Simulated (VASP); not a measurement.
# Ba2Pb3 (Immm) in VASP: a series of runs

Ba2Pb3 is run at these levels: PBE, PBE+D4; tasks: single point.

Everything below comes from runs of VASP 6.6.1. Logs are shortened: lines on timing, memory, paths and dates and some standing lists are left out, and cuts for length are marked.

## (1) The cell of the first run

Symmetry: Immm, No. 71, orthorhombic system. The conventional cell has a = 4.778 Å, b = 7.922 Å, c = 9.899 Å, α = 90.00°, β = 90.00°, γ = 90.00°. Pb (site symmetry mmm) has 4 Pb at 3.35 Å and 4 Ba at 3.63 Å within 4.4 Å. Within 4.2 Å of Pb (site symmetry m2m) lie 3 Pb at 3.22 to 3.35 Å and 6 Ba at 3.60 to 3.64 Å. Ba (site symmetry mm2) has 10 Pb at 3.60 to 4.54 Å and 5 Ba at 4.44 to 4.65 Å within 4.7 Å.

## (2) Single point, PBE

Contents of INCAR:

```
PREC = Accurate
ENCUT = 520
EDIFF = 1E-6
ISMEAR = -1
SIGMA = 0.1
LREAL = F
LASPH = T
NELM = 100
ALGO = Normal
ISIF = 2
LWAVE = F
LCHARG = F
GGA = PE
NBANDS = 39
```

Contents of KPOINTS:

```
Automatic mesh
0
Gamma
  4 4 4
```

Contents of POSCAR:

```
Ba2Pb3
1.0
   -2.3891770000      3.9611370000      4.9493140000
    4.7783540000      0.0000000000      0.0000000000
    2.3891770000      3.9611370000     -4.9493140000
Pb Ba
3 2
Direct
    0.0000000000      0.0000000000      0.0000000000
    0.7032000000      0.5000000000      0.7032000000
    0.2968000000      0.5000000000      0.2968000000
    0.7245000000      0.2245000000      0.2755000000
    0.2755000000      0.7755000000      0.7245000000
```

Potentials or basis: VASP PAW PBE potentials, release 64 (Pb_d, Ba_sv).

On the command line:

```bash
$ cat potpaw_PBE.64/Pb_d/POTCAR potpaw_PBE.64/Ba_sv/POTCAR > POTCAR
$ mpirun -np 1 vasp_std > vasp.out
```

OUTCAR:

```text
PREC = Accurate
   ENCUT = 520
   EDIFF = 1E-6
   ISMEAR = -1
   LREAL = F
   LASPH = T
   NELM = 100
   ISIF = 2
   GGA = PE

 ion  position               nearest neighbor table
   1  0.000  0.000  0.000-   2 3.35   3 3.35   2 3.35   3 3.35   5 3.63   5 3.63   4 3.63   4 3.63

   2  0.703  0.500  0.703-   3 3.22   1 3.35   1 3.35   4 3.60   5 3.60   4 3.64   5 3.64   4 3.64
                             5 3.64
   3  0.297  0.500  0.297-   2 3.22   1 3.35   1 3.35   5 3.60   4 3.60   4 3.64   4 3.64   5 3.64
                             5 3.64
   4  0.724  0.224  0.276-   3 3.60   2 3.60   1 3.63   1 3.63   3 3.64   2 3.64   2 3.64   3 3.64
                             5 4.44   5 4.65   5 4.65   5 4.65   5 4.65
   5  0.276  0.776  0.724-   3 3.60   2 3.60   1 3.63   1 3.63   2 3.64   3 3.64   2 3.64   3 3.64
                             4 4.44   4 4.65   4 4.65   4 4.65   4 4.65

  LATTYP: Found a body centered orthorhombic cell.
 ALAT       =     4.7783540000
 B/A-ratio  =     1.6579504156
 C/A-ratio  =     2.0715560212

  Lattice vectors:

 A1 = (  -2.3891770000,   3.9611370000,   4.9493140000)
 A2 = (   2.3891770000,  -3.9611370000,   4.9493140000)
 A3 = (   2.3891770000,   3.9611370000,  -4.9493140000)

Analysis of symmetry for initial positions (statically):
=====================================================================
 Subroutine PRICEL returns:
 Original cell was already a primitive cell.

 Routine SETGRP: Setting up the symmetry group for a
 body centered orthorhombic supercell.

 Subroutine GETGRP returns: Found  8 space group operations
 (whereof  8 operations were pure point group operations)
 out of a pool of  8 trial point group operations.

The static configuration has the point symmetry D_2h.

Analysis of symmetry for dynamics (positions and initial velocities):
=====================================================================
 Subroutine PRICEL returns:
 Original cell was already a primitive cell.

 Routine SETGRP: Setting up the symmetry group for a
 body centered orthorhombic supercell.

 Subroutine GETGRP returns: Found  8 space group operations
 (whereof  8 operations were pure point group operations)
 out of a pool of  8 trial point group operations.

The dynamic configuration has the point symmetry D_2h.

 Subroutine INISYM returns: Found  8 space group operations
 (whereof  8 operations are pure point group operations),
 and found     1 'primitive' translations

----------------------------------------------------------------------------------------

                                     Primitive cell

  volume of cell :     187.3584

  direct lattice vectors                    reciprocal lattice vectors
    -2.389177000  3.961137000  4.949314000     0.000000000  0.126226384  0.101024102
     4.778354000  0.000000000  0.000000000     0.209277086  0.000000000  0.101024102
     2.389177000  3.961137000 -4.949314000     0.000000000  0.126226384 -0.101024102

  length of vectors
     6.774546637  4.778354000  6.774546637     0.161675506  0.232384956  0.161675506

  position of ions in fractional coordinates (direct lattice)
     0.000000000  0.000000000  0.000000000
     0.703200000  0.500000000  0.703200000
     0.296800000  0.500000000  0.296800000
     0.724500000  0.224500000  0.275500000
     0.275500000  0.775500000  0.724500000

  ion indices of the primitive-cell ions
   primitive index   ion index
                 1           1
                 2           2
                 3           3
                 4           4
                 5           5

----------------------------------------------------------------------------------------

 KPOINTS: Automatic mesh

Automatic generation of k-mesh.
 Grid dimensions read from file:
 generate k-points for:    4    4    4

 Generating k-lattice:

  Cartesian coordinates                     Fractional coordinates (reciprocal lattice)
     0.000000000  0.031556596  0.025256025     0.250000000  0.000000000  0.000000000
     0.052319271  0.000000000  0.025256025    -0.000000000  0.250000000  0.000000000
     0.000000000  0.031556596 -0.025256025     0.000000000  0.000000000  0.250000000

  Length of vectors
     0.040418876  0.058096239  0.040418876

  Shift w.r.t. Gamma in fractional coordinates (k-lattice)
     0.000000000  0.000000000  0.000000000

 Subroutine IBZKPT returns following result:
 ===========================================

 Found     18 irreducible k-points:

 Following reciprocal coordinates:
            Coordinates               Weight
  0.000000  0.000000  0.000000      1.000000
  0.250000  0.000000  0.000000      4.000000
  0.500000  0.000000  0.000000      2.000000
 -0.000000  0.250000  0.000000      4.000000
  0.250000  0.250000  0.000000      8.000000
  0.500000  0.250000  0.000000      8.000000
[... 10 lines left out ...]
 -0.250000 -0.250000  0.250000      4.000000
  0.500000  0.000000  0.500000      1.000000
   k-points           NKPTS =     18   k-points in BZ     NKDIM =     18   number of bands    NBANDS=     39
   number of dos      NEDOS =    301   number of ions     NIONS =      5
   total plane-waves  NPLWV =  90000
   dimension x,y,z NGX =    50 NGY =   36 NGZ =   50
   dimension x,y,z NGXF=   100 NGYF=   72 NGZF=  100
   ions per type =               3   2
   NGX,Y,Z   is equivalent  to a cutoff of  12.27, 12.52, 12.27 a.u.
   NGXF,Y,Z  is equivalent  to a cutoff of  24.54, 25.05, 24.54 a.u.
 SYSTEM =  unknown system
   PREC   = accura    normal or accurate (medium, high low for compatibility)
   ISTART =      0    job   : 0-new  1-cont  2-samecut
   ICHARG =      2    charge: 1-file 2-atom 10-const
   ISPIN  =      1    spin polarized calculation?
   LNONCOLLINEAR =      F non collinear calculations
   LSORBIT =      F    spin-orbit coupling
   LASPH  =      T    aspherical Exc in radial PAW
   ENCUT  =  520.0 eV  38.22 Ry    6.18 a.u.  12.60  8.88 12.60*2*pi/ulx,y,z
   NELM   =    100;   NELMIN=  2; NELMDL= -5     # of ELM steps
   EDIFF  = 0.1E-05   stopping-criterion for ELM
   LREAL  =      F    real-space projection
   EDIFFG = 0.1E-04   stopping-criterion for IOM
   NSW    =      0    number of steps for IOM
   IBRION =     -1    ionic relax: 0-MD 1-quasi-New 2-CG
   NFREE  =      0    steps in history (QN), initial steepest desc. (CG)
   ISIF   =      2    stress and relaxation
   ISYM   =      2    0-nonsym 1-usesym 2-fastsym
   POTIM  = 0.5000    time-step for ionic-motion
   TEBEG  =    0.0;   TEEND  =   0.0 temperature during run
   PSTRESS=    0.0 pullay stress
   NELECT =      62.0000    total number of electrons
   NUPDOWN=      -1.0000    fix difference up-down
   EMIN   =  10.00;   EMAX   =-10.00  energy-range for DOS
   EFERMI =   0.00;   METHOD = LEGACY
   ISMEAR =    -1;   SIGMA  =   0.10  broadening in eV -4-tet -1-fermi 0-gaus
   EFERMI_NEDOS =   21; number of points for ismear=-14 and -15
   IALGO  =     38    algorithm
   IMIX   =      4    mixing-type and parameters
     AMIX     =   0.40;   BMIX     =  1.00
     AMIX_MAG =   1.60;   BMIX_MAG =  1.00
  volume/ion in A,a.u.               =      37.47       252.87
  Fermi-wavevector in a.u.,A,eV,Ry     =   1.132351  2.139833 17.445640  1.282218
  Thomas-Fermi vector in A             =   2.269052
   LORBIT       =      0    0 simple, 1 ext, 2 COOP (PROOUT), +10 PAW based schemes
   GGA     = PE    functional components
[... 5 lines left out ...]
 non-spin polarized calculation
  energy-cutoff  :      520.00
  volume of cell :      187.36
 maximum number of plane-waves:      5085
   NGX = 25   NGY = 17   NGZ = 25

 number of electron      62.0000004 magnetization

 Free energy of the ion-electron system (eV)
  ---------------------------------------------------
  ext. energy  EPLUGINS =         0.00000000
  ---------------------------------------------------
  free energy    TOTEN  =       -16.53184778 eV

  energy without entropy =      -16.38951277  energy(sigma->0) =      -16.46068028

 E-fermi :   4.3771     XC(G=0):  -9.1463

 val. band max:        4.3484184677   @ k =   0.5000  -0.2500   0.2500
 cond. band min:       4.4233012341   @ k =   0.2500   0.2500   0.0000
 fundamental gap:      0.0748827665
 Fermi energy:         4.3770690839

 k-point     1 :       0.0000    0.0000    0.0000
  band No.  band energies     occupation
      1     -23.5102      2.00000
      2     -23.4832      2.00000
      3     -12.3046      2.00000
      4     -12.2891      2.00000
      5     -12.1560      2.00000
      6     -12.1487      2.00000
[... 31 lines left out ...]
     38       8.2091      0.00000
     39       8.2118      0.00000

 k-point     2 :       0.2500    0.0000    0.0000
  band No.  band energies     occupation
      1     -23.5064      2.00000
      2     -23.4866      2.00000
      3     -12.3290      2.00000
      4     -12.2656      2.00000
      5     -12.1541      2.00000
      6     -12.1436      2.00000
[... 31 lines left out ...]
     38       8.0166      0.00000
     39       8.2404      0.00000

 k-point     3 :       0.5000    0.0000    0.0000
  band No.  band energies     occupation
      1     -23.5001      2.00000
      2     -23.4925      2.00000
      3     -12.3467      2.00000
      4     -12.2069      2.00000
      5     -12.2067      2.00000
      6     -12.1384      2.00000
[... 31 lines left out ...]
     38       7.3569      0.00000
     39       8.3892      0.00000

 k-point     4 :      -0.0000    0.2500    0.0000
  band No.  band energies     occupation
      1     -23.5030      2.00000
      2     -23.4836      2.00000
      3     -12.2686      2.00000
      4     -12.2589      2.00000
      5     -12.2075      2.00000
      6     -12.1528      2.00000
[... 31 lines left out ...]
     38       8.3809      0.00000
     39       8.5517      0.00000
[... 502 lines left out ...]
     38       7.6313      0.00000
     39       7.9208      0.00000

 k-point    17 :      -0.2500   -0.2500    0.2500
  band No.  band energies     occupation
      1     -23.4969      2.00000
      2     -23.4889      2.00000
      3     -12.2689      2.00000
      4     -12.2550      2.00000
      5     -12.2104      2.00000
      6     -12.1658      2.00000
[... 31 lines left out ...]
     38       7.7180      0.00000
     39       7.7729      0.00000

 k-point    18 :       0.5000    0.0000    0.5000
  band No.  band energies     occupation
      1     -23.4999      2.00000
      2     -23.4920      2.00000
      3     -12.3047      2.00000
      4     -12.2829      2.00000
      5     -12.1518      2.00000
      6     -12.1413      2.00000
[... 31 lines left out ...]
     38       7.1678      0.00000
     39       7.6815      0.00000

------------------------ aborting loop because EDIFF is reached ----------------------------------------

  FORCE on cell =-STRESS in cart. coord.  units (eV):
  Direction    XX          YY          ZZ          XY          YZ          ZX
  --------------------------------------------------------------------------------------
  -------------------------------------------------------------------------------------
  Total        2.5730122     -0.9562819      6.5528482      0.0000000      0.0000000      0.0000000
  in kB       22.0028656     -8.1775523     56.0360488      0.0000000      0.0000000      0.0000000
  external PRESSURE =      23.2871207 kB  Pullay stress =       0.0000000 kB

 VOLUME and BASIS-vectors are now :
 -----------------------------------------------------------------------------
  energy-cutoff  :      520.00
  volume of cell :      187.36
      direct lattice vectors                 reciprocal lattice vectors
    -2.389177000  3.961137000  4.949314000     0.000000000  0.126226384  0.101024102
     4.778354000  0.000000000  0.000000000     0.209277086  0.000000000  0.101024102
     2.389177000  3.961137000 -4.949314000     0.000000000  0.126226384 -0.101024102

 POSITION                                       TOTAL-FORCE (eV/Angst)
 -----------------------------------------------------------------------------------
      0.00000      0.00000      0.00000         0.000000     -0.000000      0.000000
      2.38918      5.57094      0.00000         0.000000      0.149202      0.000000
      2.38918      2.35133      0.00000         0.000000     -0.149202      0.000000
     -0.00000      3.96114      2.22224         0.000000     -0.000000     -0.117763
      4.77835      3.96114     -2.22224         0.000000     -0.000000      0.117763
 -----------------------------------------------------------------------------------
    total drift:                               -0.000000     -0.000000      0.000000

  FREE ENERGIE OF THE ION-ELECTRON SYSTEM (eV)
  ---------------------------------------------------
  free  energy   TOTEN  =       -16.5318477817 eV

  energy  without entropy=      -16.3895127750  energy(sigma->0) =      -16.46068028
```

Run time: 1.7 min. Hardware: 1 thread of Intel Xeon Platinum 8375C at 2.90GHz (Ice Lake), shared host; peak memory 0.35 GiB.

Results:

| Property | Result |
| --- | --- |
| Free energy | -16.5318 eV |
| Pressure | 2.3 GPa |
| Largest force | 0.149 eV/Å |
| Band gap on the k mesh | zero (band 31 reaches 5.11 eV, above the bottom of band 32 at 3.94 eV) |

Forces in eV/Å, atoms in the order of the input:
```
Pb   0.000  0.000  0.000
Pb   0.000  0.149  0.000
Pb   0.000 -0.149  0.000
Ba   0.000  0.000 -0.118
Ba   0.000  0.000  0.118
```

Levels at points of the mesh, in eV from the Fermi level:
```csv
k point,band 29,band 30,band 31,band 32,band 33,band 34
"(0.00, 0.00, 0.00)",-0.57,-0.30,0.12,0.37,0.55,0.62
"(0.50, 0.00, 0.00)",-1.13,-0.74,-0.04,0.68,1.25,1.77
"(0.00, 0.50, 0.00)",-1.25,-0.61,-0.38,-0.30,1.79,2.53
"(0.50, 0.50, 0.00)",-0.92,-0.74,-0.61,-0.44,0.35,1.72
"(0.50, 0.00, 0.50)",-0.59,-0.20,0.73,1.06,1.46,1.51
```

Caveat: the k points lie up to 0.37 Å⁻¹ apart; spin-orbit coupling is left out, which moves the levels of the heavy elements.

## (3) Single point, PBE+D4

Contents of INCAR:

```
SYSTEM = Ba2Pb3
PREC = Accurate ; ENCUT = 520
EDIFF = 1E-6 ; ISMEAR = -1
SIGMA = 0.1 ; LREAL = .FALSE.
LASPH = .TRUE. ; NELM = 100
ALGO = Normal ; ISIF = 2
LWAVE = .FALSE. ; LCHARG = .TRUE.
GGA = PE ; IVDW = 13
LELF = .TRUE. ; LVHAR = .TRUE.
NBANDS = 39
```

Contents of KPOINTS:

```
regular mesh
0
G
  4 4 4
  0 0 0
```

POSCAR is that of step 2.

Potentials or basis: VASP PAW PBE potentials, release 64 (Pb_d, Ba_sv).

On the command line:

```bash
$ cat potpaw_PBE.64/Pb_d/POTCAR potpaw_PBE.64/Ba_sv/POTCAR > POTCAR
$ mpirun -np 1 vasp_std > vasp.out
```

Run time: 96 s. Hardware: 1 thread of Intel Xeon Platinum 8375C at 2.90GHz (Ice Lake), shared host; peak memory 0.35 GiB.

The run converged. Its results:

* Free energy: -17.9518 eV
* Pressure: 1.1 GPa
* Largest force: 0.147 eV/Å
* Band gap on the k mesh: zero (band 31 reaches 5.11 eV, above the bottom of band 32 at 3.94 eV)
* Dispersion energy per atom: -0.284 eV

Forces in eV/Å, atoms in the order of the input:
```
Pb   0.000  0.000  0.000
Pb   0.000  0.147  0.000
Pb   0.000 -0.147  0.000
Ba   0.000  0.000 -0.116
Ba   0.000  0.000  0.116
```

Stress tensor (GPa, compression positive):
```
 0.99  0.00  0.00
 0.00 -1.99  0.00
 0.00  0.00  4.35
```

Levels at points of the mesh, in eV from the Fermi level:
```tsv
k point	band 29	band 30	band 31	band 32	band 33	band 34
(0.00, 0.00, 0.00)	-0.57	-0.30	0.12	0.37	0.55	0.62
(0.50, 0.00, 0.00)	-1.13	-0.74	-0.04	0.68	1.25	1.77
(0.00, 0.50, 0.00)	-1.25	-0.61	-0.38	-0.30	1.79	2.53
(0.50, 0.50, 0.00)	-0.92	-0.74	-0.61	-0.44	0.35	1.72
(0.50, 0.00, 0.50)	-0.59	-0.20	0.73	1.06	1.46	1.51
```

Caveat: the k points lie up to 0.37 Å⁻¹ apart; spin-orbit coupling is left out, which moves the levels of the heavy elements; pairwise dispersion overbinds metals, which lowers pressure and volume.

(Part 1 of 2 ends here.)
